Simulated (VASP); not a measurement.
The system is Ca3Se.

```
CELL_PARAMETERS angstrom
4.76601 0.00000 0.00000
0.00000 4.76601 0.00000
0.00000 0.00000 4.76601
ATOMIC_POSITIONS crystal
Ca 0.00000 0.50000 0.50000
Ca 0.50000 0.00000 0.50000
Ca 0.50000 0.50000 0.00000
Se 0.00000 0.00000 0.00000
```

```yaml
Program: VASP 6.6.1
Task: relaxation of cell and atoms
Functional: PBE
Potentials_or_basis: VASP PAW PBE potentials, release 64 (Ca_sv, Se)
Cutoff: 600 eV
k_mesh: 10 × 10 × 10
Occupations: gaussian, width 0.1 eV
Spin: no spin polarisation
```

At the start: pressure 4.3 GPa; volume 27.06 Å³/atom.

**Question.** Where does the relaxation end?

**Answer.** Over 4 steps the energy falls by 61.7 meV/atom and the volume is 32.15 Å³/atom (+18.8 %); space group Pm-3m (No. 221, to 0.1 Å) before and after.

Step by step:
| step | energy change (eV) | largest force (eV/Å) | pressure (GPa) | volume (Å³) |
| --- | --- | --- | --- | --- |
| 1 | 0.0000 | 0.0000 | 4.30 | 108.26 |
| 2 | -0.2081 | 0.0000 | 1.52 | 120.03 |
| 3 | -0.2439 | 0.0000 | -0.37 | 130.93 |
| 4 | -0.2467 | 0.0000 | -0.01 | 128.59 |

Final structure:
```
Ca Se
1.0
     5.04743    0.00000    0.00000
     0.00000    5.04743    0.00000
     0.00000    0.00000    5.04743
Ca Se
3 1
Direct
  0.00000 0.50000 0.50000
  0.50000 0.00000 0.50000
  0.50000 0.50000 0.00000
  0.00000 0.00000 0.00000
```

Caveat: the volume moved by over 15 % at a fixed basis, so the end points are rough.
